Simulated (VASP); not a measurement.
The system is Pd.

```xyz
2
Lattice="0.0000 2.6750 2.6750 2.6750 0.0000 2.6750 2.6750 2.6750 0.0000" Properties=species:S:1:pos:R:3 pbc="T T T"
Pd    5.3500    5.3500    5.3500
Pd    1.3375    1.3375    1.3375
```

This isn't the form of Pd at room conditions, which is fcc.

- Program: VASP 6.6.1
- Task: relaxation of cell and atoms
- Functional: PBE
- Potentials or basis: VASP PAW PBE potentials, release 64 (Pd)
- Cutoff: 500 eV
- k mesh: 7 × 7 × 7
- Occupations: fermi-dirac, width 0.05 eV
- Spin: no spin polarisation

At the start: pressure 30.0 GPa; volume 19.14 Å³/atom.

Question: Where does the relaxation end?

Answer: Over 4 steps the energy falls by 392.7 meV/atom and the volume is 24.44 Å³/atom (+27.7 %); space group Fd-3m (No. 227, to 0.1 Å) before and after.

Step by step:
| step | energy change (eV) | largest force (eV/Å) | pressure (GPa) | volume (Å³) |
| --- | --- | --- | --- | --- |
| 1 | 0.0000 | 0.0000 | 29.98 | 38.28 |
| 2 | -0.3319 | 0.0000 | -8.73 | 61.75 |
| 3 | -0.7850 | 0.0000 | -0.35 | 49.11 |
| 4 | -0.7853 | 0.0000 | -0.04 | 48.88 |

Final structure:
```
CELL_PARAMETERS angstrom
0.00000 2.90196 2.90196
2.90196 0.00000 2.90196
2.90196 2.90196 0.00000
ATOMIC_POSITIONS crystal
Pd 0.00000 0.00000 0.00000
Pd 0.25000 0.25000 0.25000
```

Caveat: the volume moved by over 15 % at a fixed basis, so the end points are rough.
